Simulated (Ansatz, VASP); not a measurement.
Te2Mo: VASP beside Ansatz

Contents of INCAR:

```
  PREC = Accurate
  ENCUT = 520
  EDIFF = 1E-6
  ISMEAR = 0
  SIGMA = 0.05
  LREAL = F
  LASPH = T
  NELM = 100
  ALGO = Normal
  ISIF = 2
  LWAVE = F
  LCHARG = T
  GGA = PE
  LELF = T
  LVHAR = T
  NBANDS = 20
```

Contents of KPOINTS:

```
Automatic mesh
0
Gamma
  12 12 2
```

Contents of POSCAR:

```
Te2Mo
1.0
    3.5036728291      0.0000000000      0.0000000000
   -1.7518364146      3.0342696765      0.0000000000
    0.0000000000      0.0000000000     19.4779683586
Te Mo
2 1
Direct
    0.3333333333      0.6666666667      0.8967969900
    0.3333333333      0.6666666667      0.1032030100
    0.0000000000      0.0000000000      0.0000000000
```

Input for Ansatz:

```yaml
crystal:
  lattice:
    - [3.5036728291, 0.0, 0.0]
    - [-1.7518364146, 3.0342696765, 0.0]
    - [0.0, 0.0, 19.4779683586]
  atoms:
    - { symbol: Te, position: [0.3333333333, 0.6666666667, 0.89679699] }
    - { symbol: Te, position: [0.3333333333, 0.6666666667, 0.10320301] }
    - { symbol: Mo, position: [0.0, 0.0, 0.0] }
basis:
  ecutwfc: 420
kpoints:
  mp_grid: { grid: [12, 12, 2] }
hamiltonian:
  xc: pbe
  pseudopotentials: { kind: paw, azcp: { folder: soft_1 } }
scf:
  occupations: { method: gaussian, width: 0.05 }
output:
  forces: true
  stress: true
  eigenvalues: true
```

Alike in both runs: task single point; functional PBE; k mesh 12 × 12 × 2; occupations gaussian, width 0.05 eV; no spin polarisation.

|  | VASP | Ansatz |
| --- | --- | --- |
| version | VASP 6.6.1 | Ansatz 0.2.0 |
| potentials or method | VASP PAW PBE potentials, release 64 (Te, Mo_sv), cutoff 520 eV | scalar-relativistic, plane waves, PAW |
| valence electrons in the cell | 26 | 46 |

Ansatz gave:

| Quantity | Value |
| --- | --- |
| gap on the k mesh at the Fermi level (eV) | 0.76 |
| least direct gap on the mesh (eV) | 1.12 |
| rms of the force components (eV/Å) | 0.889 |

**Question.** What did VASP give for the same quantities?

**Answer.** gap on the k mesh at the Fermi level (eV): 0.76; least direct gap on the mesh (eV): 1.12; rms of the force components (eV/Å): 0.886.

Atom by atom the forces differ by 0.003 eV/Å (rms over components). VASP's potentials hold 26 valence electrons a cell and Ansatz's 46, so a difference there can come from the potentials and not from the codes.

Spin-orbit coupling is off throughout.
